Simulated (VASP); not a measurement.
# AlN (P3m1) in VASP: further runs

AlN is run at these levels: r2SCAN; tasks: single point.

Program: VASP 6.6.1. These are calculated values, not measurements. Logs are shortened: lines on timing, memory, paths and dates and some standing lists are left out, and cuts for length are marked.

## (1) The cell of the first run

Symmetry: P3m1, No. 156, trigonal system. Conventional cell: a = 3.111 Å, b = 3.111 Å, c = 9.806 Å, α = 90.00°, β = 90.00°, γ = 120.00°. Al (site symmetry 3m) has 4 N at 1.77 to 1.89 Å within 2.3 Å. Al (site symmetry 3m) has 4 N at 1.89 to 1.92 Å within 2.5 Å. Al (site symmetry 3m) has 4 N at 1.89 to 1.92 Å within 2.5 Å. Within 2.5 Å of Al (site symmetry 3m) lie 4 N at 1.89 to 1.92 Å. N (site symmetry 3m) has 4 Al at 1.77 to 1.89 Å within 2.3 Å. Within 2.5 Å of N (site symmetry 3m) lie 4 Al at 1.89 to 1.92 Å. Within 2.5 Å of N (site symmetry 3m) lie 4 Al at 1.89 to 1.92 Å. Within 2.5 Å of N (site symmetry 3m) lie 4 Al at 1.89 to 1.92 Å.

## (2) Single point, r2SCAN

The input, POSCAR:

```
AlN
1.0
   -3.1110021516      0.0000000000      0.0000000000
   -1.5555010758     -2.6942068945      0.0000000000
    0.0000000000      0.0000000000      9.8060000000
Al N
4 4
Direct
    0.3333333333      0.3333333333      0.9175744442
    0.3333333333      0.3333333333      0.4099260657
    0.6666666667      0.6666666667      0.1561018764
    0.6666666667      0.6666666667      0.6637502549
    0.3333333333      0.3333333333      0.0977223129
    0.3333333333      0.3333333333      0.6053706914
    0.6666666667      0.6666666667      0.3515465021
    0.6666666667      0.6666666667      0.8591948807
```

The input, INCAR.step1:

```
SYSTEM = AlN
  ALGO = Normal
  EDIFF = 1E-4
  ENCUT = 520
  GGA = PE
  ISMEAR = 0
  LASPH = .True.
  LCHARG = .False.
  LREAL = .False.
  LWAVE = .True.
  NBANDS = 26
  NELM = 100
  PREC = Accurate
  SIGMA = 0.05
```

The input, INCAR.step2:

```
SYSTEM = AlN
  ALGO = Normal
  EDIFF = 1E-7
  ENCUT = 520
  ISIF = 2
  ISMEAR = 0
  ISTART = 1
  LASPH = .True.
  LCHARG = .False.
  LMIXTAU = .True.
  LREAL = .False.
  LWAVE = .False.
  METAGGA = R2SCAN
  NBANDS = 26
  NELM = 100
  PREC = Accurate
  SIGMA = 0.05
```

The input, KPOINTS:

```
k-points
0
Gamma
  8 8 3
  0 0 0
```

Potentials or basis: VASP PAW PBE potentials, release 64 (Al, N).

Command:

```bash
> cat potpaw_PBE.64/Al/POTCAR potpaw_PBE.64/N/POTCAR > POTCAR
> cp INCAR.step1 INCAR
> mpirun -np 1 vasp_std > vasp.out
> cp INCAR.step2 INCAR
> mpirun -np 1 vasp_std > vasp.out
```

OUTCAR:

```text
SYSTEM = AlN
   EDIFF = 1E-7
   ENCUT = 520
   ISIF = 2
   ISMEAR = 0
   ISTART = 1
   LASPH = .True.
   LREAL = .False.
   METAGGA = R2SCAN
   NELM = 100
   PREC = Accurate

 ion  position               nearest neighbor table
   1  0.333  0.333  0.918-   5 1.77   8 1.89   8 1.89   8 1.89   3 2.95   3 2.95   3 2.95   4 3.07
                             4 3.07   4 3.07
   2  0.333  0.333  0.410-   7 1.89   7 1.89   7 1.89   6 1.92   4 3.07   4 3.07   4 3.07   3 3.07
                             3 3.07   3 3.07
   3  0.667  0.667  0.156-   5 1.89   5 1.89   5 1.89   7 1.92   1 2.95   1 2.95   1 2.95   2 3.07
                             2 3.07   2 3.07
   4  0.667  0.667  0.664-   6 1.89   6 1.89   6 1.89   8 1.92   2 3.07   2 3.07   2 3.07   1 3.07
                             1 3.07   1 3.07
   5  0.333  0.333  0.098-   1 1.77   3 1.89   3 1.89   3 1.89
   6  0.333  0.333  0.605-   4 1.89   4 1.89   4 1.89   2 1.92
   7  0.667  0.667  0.352-   2 1.89   2 1.89   2 1.89   3 1.92
   8  0.667  0.667  0.859-   1 1.89   1 1.89   1 1.89   4 1.92

  LATTYP: Found a hexagonal cell.
 ALAT       =     3.1110021516
 C/A-ratio  =     3.1520389644

  Lattice vectors:

 A1 = (   1.5555010758,   2.6942068945,   0.0000000000)
 A2 = (  -3.1110021516,   0.0000000000,   0.0000000000)
 A3 = (   0.0000000000,   0.0000000000,   9.8060000000)

Analysis of symmetry for initial positions (statically):
=====================================================================
 Subroutine PRICEL returns:
 Original cell was already a primitive cell.

 Routine SETGRP: Setting up the symmetry group for a
 hexagonal supercell.

 Subroutine GETGRP returns: Found  6 space group operations
 (whereof  6 operations were pure point group operations)
 out of a pool of 24 trial point group operations.

The static configuration has the point symmetry C_3v.

Analysis of symmetry for dynamics (positions and initial velocities):
=====================================================================
 Subroutine PRICEL returns:
 Original cell was already a primitive cell.

 Routine SETGRP: Setting up the symmetry group for a
 hexagonal supercell.

 Subroutine GETGRP returns: Found  6 space group operations
 (whereof  6 operations were pure point group operations)
 out of a pool of 24 trial point group operations.

The dynamic configuration has the point symmetry C_3v.

 Subroutine INISYM returns: Found  6 space group operations
 (whereof  6 operations are pure point group operations),
 and found     1 'primitive' translations

----------------------------------------------------------------------------------------

                                     Primitive cell

  volume of cell :      82.1908

  direct lattice vectors                    reciprocal lattice vectors
    -3.111002152  0.000000000  0.000000000    -0.321439829  0.185583372  0.000000000
    -1.555501076 -2.694206895  0.000000000     0.000000000 -0.371166744  0.000000000
     0.000000000  0.000000000  9.806000000     0.000000000  0.000000000  0.101978381

  length of vectors
     3.111002152  3.111002152  9.806000000     0.371166744  0.371166744  0.101978381

  position of ions in fractional coordinates (direct lattice)
     0.333333333  0.333333333  0.917574444
     0.333333333  0.333333333  0.409926066
     0.666666667  0.666666667  0.156101876
     0.666666667  0.666666667  0.663750255
     0.333333333  0.333333333  0.097722313
     0.333333333  0.333333333  0.605370691
     0.666666667  0.666666667  0.351546502
     0.666666667  0.666666667  0.859194881

  ion indices of the primitive-cell ions
   primitive index   ion index
                 1           1
                 2           2
                 3           3
                 4           4
                 5           5
                 6           6
                 7           7
                 8           8

----------------------------------------------------------------------------------------

 KPOINTS: k-points

Automatic generation of k-mesh.
 Grid dimensions read from file:
 generate k-points for:    8    8    3

 Generating k-lattice:

  Cartesian coordinates                     Fractional coordinates (reciprocal lattice)
    -0.040179979  0.023197921  0.000000000     0.125000000 -0.000000000  0.000000000
     0.000000000 -0.046395843  0.000000000     0.000000000  0.125000000  0.000000000
     0.000000000  0.000000000  0.033992794     0.000000000  0.000000000  0.333333333

  Length of vectors
     0.046395843  0.046395843  0.033992794

  Shift w.r.t. Gamma in fractional coordinates (k-lattice)
     0.000000000  0.000000000  0.000000000

 Subroutine IBZKPT returns following result:
 ===========================================

 Found     25 irreducible k-points:

 Following reciprocal coordinates:
            Coordinates               Weight
  0.000000  0.000000  0.000000      1.000000
  0.125000 -0.000000  0.000000      6.000000
  0.250000 -0.000000  0.000000      6.000000
  0.375000 -0.000000  0.000000      6.000000
  0.500000 -0.000000  0.000000      3.000000
  0.250000  0.125000  0.000000      6.000000
[... 16 lines left out ...]
  0.375000  0.500000  0.333333     12.000000
  0.500000  0.250000  0.333333     12.000000
   k-points           NKPTS =     25   k-points in BZ     NKDIM =     25   number of bands    NBANDS=     26
   number of dos      NEDOS =    301   number of ions     NIONS =      8
   total plane-waves  NPLWV =  46080
   dimension x,y,z NGX =    24 NGY =   24 NGZ =   80
   dimension x,y,z NGXF=    48 NGYF=   48 NGZF=  160
   ions per type =               4   4
   NGX,Y,Z   is equivalent  to a cutoff of  12.83, 12.83, 13.56 a.u.
   NGXF,Y,Z  is equivalent  to a cutoff of  25.65, 25.65, 27.13 a.u.
 SYSTEM =  AlN
   PREC   = accura    normal or accurate (medium, high low for compatibility)
   ISTART =      1    job   : 0-new  1-cont  2-samecut
   ICHARG =      0    charge: 1-file 2-atom 10-const
   ISPIN  =      1    spin polarized calculation?
   LNONCOLLINEAR =      F non collinear calculations
   LSORBIT =      F    spin-orbit coupling
   LASPH  =      T    aspherical Exc in radial PAW
   ENCUT  =  520.0 eV  38.22 Ry    6.18 a.u.   5.78  5.78 18.23*2*pi/ulx,y,z
   NELM   =    100;   NELMIN=  2; NELMDL=  0     # of ELM steps
   EDIFF  = 0.1E-06   stopping-criterion for ELM
   LREAL  =      F    real-space projection
   EDIFFG = 0.1E-05   stopping-criterion for IOM
   NSW    =      0    number of steps for IOM
   IBRION =     -1    ionic relax: 0-MD 1-quasi-New 2-CG
   NFREE  =      0    steps in history (QN), initial steepest desc. (CG)
   ISIF   =      2    stress and relaxation
   ISYM   =      2    0-nonsym 1-usesym 2-fastsym
   POTIM  = 0.5000    time-step for ionic-motion
   TEBEG  =    0.0;   TEEND  =   0.0 temperature during run
   PSTRESS=    0.0 pullay stress
   NELECT =      32.0000    total number of electrons
   NUPDOWN=      -1.0000    fix difference up-down
   EMIN   =  10.00;   EMAX   =-10.00  energy-range for DOS
   EFERMI =   0.00;   METHOD = LEGACY
   ISMEAR =     0;   SIGMA  =   0.05  broadening in eV -4-tet -1-fermi 0-gaus
   EFERMI_NEDOS =   21; number of points for ismear=-14 and -15
   IALGO  =     38    algorithm
   IMIX   =      4    mixing-type and parameters
     AMIX     =   0.40;   BMIX     =  1.00
     AMIX_MAG =   1.60;   BMIX_MAG =  1.00
  volume/ion in A,a.u.               =      10.27        69.33
  Fermi-wavevector in a.u.,A,eV,Ry     =   1.195411  2.258999 19.442814  1.429007
  Thomas-Fermi vector in A             =   2.331377
   LORBIT       =      0    0 simple, 1 ext, 2 COOP (PROOUT), +10 PAW based schemes
   METAGGA = R2SCAN    functional components
   LHFCALC =     F    Hartree Fock is set to
   AEXX    =    0.0000 exact exchange contribution
   IVDW    =     0    specifies the selected vdW correction
   LEPSILON=     F    determine dielectric tensor
   LRPA    =     F    only Hartree local field effects (RPA)
 non-spin polarized calculation
 Gauss-broadening in eV      SIGMA  =   0.05
  energy-cutoff  :      520.00
  volume of cell :       82.19
 maximum number of plane-waves:      2236
   NGX = 11   NGY = 11   NGZ = 37

 number of electron      31.9999995 magnetization

 Free energy of the ion-electron system (eV)
  ---------------------------------------------------
  ext. energy  EPLUGINS =         0.00000000
  ---------------------------------------------------
  free energy    TOTEN  =       -76.73961789 eV

  energy without entropy =      -76.73961789  energy(sigma->0) =      -76.73961789

 E-fermi :   6.3858     XC(G=0): -11.4724

 val. band max:        6.1182245364   @ k =   0.0000   0.0000   0.0000
 cond. band min:      11.0633294569   @ k =   0.0000   0.0000   0.0000
 fundamental gap:      4.9451049205
 Fermi energy:         6.3858090976

 k-point     1 :       0.0000    0.0000    0.0000
  band No.  band energies     occupation
      1     -10.1037      2.00000
      2      -9.2067      2.00000
      3      -8.9461      2.00000
      4      -7.7516      2.00000
      5      -0.0437      2.00000
      6       2.6341      2.00000
[... 18 lines left out ...]
     25      18.0583      0.00000
     26      18.2818      0.00000

 k-point     2 :       0.1250   -0.0000    0.0000
  band No.  band energies     occupation
      1      -9.9070      2.00000
      2      -9.0357      2.00000
      3      -8.7771      2.00000
      4      -7.6458      2.00000
      5       0.1945      2.00000
      6       2.5482      2.00000
[... 18 lines left out ...]
     25      18.4588      0.00000
     26      18.7123      0.00000

 k-point     3 :       0.2500   -0.0000    0.0000
  band No.  band energies     occupation
      1      -9.3632      2.00000
      2      -8.5782      2.00000
      3      -8.3270      2.00000
      4      -7.3995      2.00000
      5       0.8730      2.00000
      6       1.7996      2.00000
[... 572 lines left out ...]
 k-point    23 :       0.3750    0.5000    0.3333
  band No.  band energies     occupation
      1      -8.2562      2.00000
      2      -7.8364      2.00000
      3      -7.4779      2.00000
      4      -7.2280      2.00000
      5       0.3316      2.00000
      6       0.6453      2.00000
[... 18 lines left out ...]
     25      17.6116      0.00000
     26      17.9382      0.00000

 k-point    24 :       0.5000    0.2500    0.3333
  band No.  band energies     occupation
      1      -8.2861      2.00000
      2      -7.8647      2.00000
      3      -7.4705      2.00000
      4      -7.2055      2.00000
      5       0.8578      2.00000
      6       1.1112      2.00000
[... 18 lines left out ...]
     25      18.2440      0.00000
     26      18.5241      0.00000

 [... further k-points ...]
[... 5 lines left out ...]
  --------------------------------------------------------------------------------------
  -------------------------------------------------------------------------------------
  Total        0.1455758      0.1455758      4.0504142      0.0000000      0.0000000      0.0000000
  in kB        2.8377669      2.8377669     78.9563152      0.0000000      0.0000000      0.0000000
  external PRESSURE =      28.2106163 kB  Pullay stress =       0.0000000 kB

 VOLUME and BASIS-vectors are now :
 -----------------------------------------------------------------------------
  energy-cutoff  :      520.00
  volume of cell :       82.19
      direct lattice vectors                 reciprocal lattice vectors
    -3.111002152  0.000000000  0.000000000    -0.321439829  0.185583372  0.000000000
    -1.555501076 -2.694206895  0.000000000     0.000000000 -0.371166744  0.000000000
     0.000000000  0.000000000  9.806000000     0.000000000  0.000000000  0.101978381

 POSITION                                       TOTAL-FORCE (eV/Angst)
 -----------------------------------------------------------------------------------
     -1.55550     -0.89807      8.99773         0.000000      0.000000     -2.398609
     -1.55550     -0.89807      4.01974        -0.000000     -0.000000      0.341460
     -3.11100     -1.79614      1.53073         0.000000      0.000000      0.533436
     -3.11100     -1.79614      6.50873         0.000000      0.000000      0.362766
     -1.55550     -0.89807      0.95827         0.000000      0.000000      2.343291
     -1.55550     -0.89807      5.93626         0.000000      0.000000     -0.355618
     -3.11100     -1.79614      3.44726         0.000000      0.000000     -0.359094
     -3.11100     -1.79614      8.42527         0.000000      0.000000     -0.467633
 -----------------------------------------------------------------------------------
    total drift:                                0.000000      0.000000      0.019541

  FREE ENERGIE OF THE ION-ELECTRON SYSTEM (eV)
  ---------------------------------------------------
  free  energy   TOTEN  =       -76.7396178892 eV

  energy  without entropy=      -76.7396178892  energy(sigma->0) =      -76.73961789
```

Wall time 3.5 min (1 thread of Intel Xeon Platinum 8259CL at 2.50GHz (Skylake/Cascade Lake), shared host); peak memory 0.22 GiB.

What came out:

```
Free energy            : -76.7396 eV
Pressure               : 2.8 GPa
Largest force          : 2.399 eV/Å
Band gap on the k mesh : 4.95 eV
```

Forces in eV/Å, atoms in the order of the input:
```
Al   0.000  0.000 -2.399
Al   0.000  0.000  0.341
Al   0.000  0.000  0.533
Al   0.000  0.000  0.363
N    0.000  0.000  2.343
N    0.000  0.000 -0.356
N    0.000  0.000 -0.359
N    0.000  0.000 -0.468
```

Caveat: the PAW data sets were made with another functional, which shifts forces and pressure a little.

## (3) Single point, r2SCAN

This run uses another cell than the first one, of 10.69 Å³/atom, 1.041 times its volume.

The input, POSCAR:

```
AlN
1.0
   -3.1110021516      0.0000000000      0.0000000000
   -1.5555010758     -2.6942068945      0.0000000000
    0.0000000000      0.0000000000     10.2060000000
Al N
4 4
Direct
    0.3333333333      0.3333333333      0.8816122869
    0.3333333333      0.3333333333      0.3938599843
    0.6666666667      0.6666666667      0.1499838330
    0.6666666667      0.6666666667      0.6377361356
    0.3333333333      0.3333333333      0.0938923182
    0.3333333333      0.3333333333      0.5816446208
    0.6666666667      0.6666666667      0.3377684695
    0.6666666667      0.6666666667      0.8255207721
```

The input, INCAR.step1:

```
SYSTEM = AlN
ALGO = Normal
EDIFF = 1E-4
ENCUT = 520
GGA = PE
ISMEAR = 0
LASPH = .TRUE.
LCHARG = .FALSE.
LREAL = .FALSE.
LWAVE = .TRUE.
NBANDS = 26
NELM = 60
PREC = Accurate
SIGMA = 0.05
```

The input, INCAR.step2:

```
SYSTEM = AlN
ALGO = Normal
EDIFF = 1E-7
ENCUT = 520
ISIF = 2
ISMEAR = 0
ISTART = 1
LASPH = .TRUE.
LCHARG = .FALSE.
LMIXTAU = .TRUE.
LREAL = .FALSE.
LWAVE = .FALSE.
METAGGA = R2SCAN
NBANDS = 26
NELM = 60
PREC = Accurate
SIGMA = 0.05
```

The input, KPOINTS:

```
k-points
0
G
  8 8 3
  0 0 0
```

Potentials or basis: VASP PAW PBE potentials, release 64 (Al, N).

Command:

```bash
> cat potpaw_PBE.64/Al/POTCAR potpaw_PBE.64/N/POTCAR > POTCAR
> cp INCAR.step1 INCAR
> mpirun -np 1 vasp_std > vasp.out
> cp INCAR.step2 INCAR
> mpirun -np 1 vasp_std > vasp.out
```

It took 3.8 min on 1 thread of Intel Xeon Platinum 8259CL at 2.50GHz (Skylake/Cascade Lake), shared host; peak memory 0.22 GiB.

It converged, with:

| Quantity | Value |
| --- | --- |
| Free energy | -76.5853 eV |
| Pressure | -4.2 GPa |
| Largest force | 1.789 eV/Å |
| Band gap on the k mesh | 4.47 eV |

Forces in eV/Å, atoms in the order of the input:
```
Al   0.000  0.000  1.789
Al   0.000  0.000 -0.101
Al   0.000  0.000 -0.412
Al   0.000  0.000 -0.103
N    0.000  0.000 -1.580
N    0.000  0.000  0.093
N    0.000  0.000  0.111
N    0.000  0.000  0.204
```

Stress tensor (GPa, compression positive):
```
 -1.25   0.00   0.00
  0.00  -1.25   0.00
  0.00   0.00 -10.01
```

Levels at points of the mesh, in eV from the valence-band top:
```tsv
k point	band 13	band 14	band 15	band 16	band 17	band 18	band 19	band 20
(0.00, 0.00, 0.00)	-0.54	-0.06	0.00	0.00	4.47	6.86	7.07	7.62
(0.50, 0.00, 0.00)	-1.52	-1.39	-1.13	-0.66	5.57	5.75	6.28	6.58
```

Caveat: the PAW data sets were made with another functional, which shifts forces and pressure a little. r2SCAN opens gaps a little over a GGA but as a rule still falls short of measured ones.
